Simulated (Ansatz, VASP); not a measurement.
HfO2: VASP beside Ansatz

```
Hf O
1.0
     0.00000    2.52918    2.52918
     2.52918    0.00000    2.52918
     2.52918    2.52918    0.00000
Hf O
1 2
Cartesian
  0.0000 0.0000 0.0000
  1.2646 1.2646 1.2646
  3.7938 3.7938 3.7938
```

Alike in both runs: task single point; functional PBE-based screened hybrid; k mesh 4 × 4 × 4; no spin polarisation.

|  | VASP | Ansatz |
| --- | --- | --- |
| version | VASP 6.6.1 | Ansatz 0.2.0 |
| potentials or method | VASP PAW PBE potentials, release 64 (Hf_pv, O) | plane waves |
| plane-wave cutoff (eV) | 520 | 420 |
| occupations | gaussian, width 0.01 eV | fixed |
| valence electrons in the cell | 22 | 38 |

Ansatz gave:

| Property | Result |
| --- | --- |
| gap on the k mesh at the Fermi level (eV) | 12.29 |
| pressure (GPa) | -17.0 |

Estimate VASP's values.

gap on the k mesh at the Fermi level (eV): 12.08; pressure (GPa): -26.1.

VASP's potentials were made for PBE, not for PBE-based screened hybrid. One of these differences is far larger than is usual between the two programs; its cause wasn't traced. VASP's potentials hold 22 valence electrons a cell and Ansatz's 38, so a difference there can come from the potentials and not from the codes. Ansatz's warnings: stress exchange threshold loose, stress scf threshold loose.

The k mesh is coarse, so the values compare programs but aren't converged. Spin-orbit coupling is off throughout.
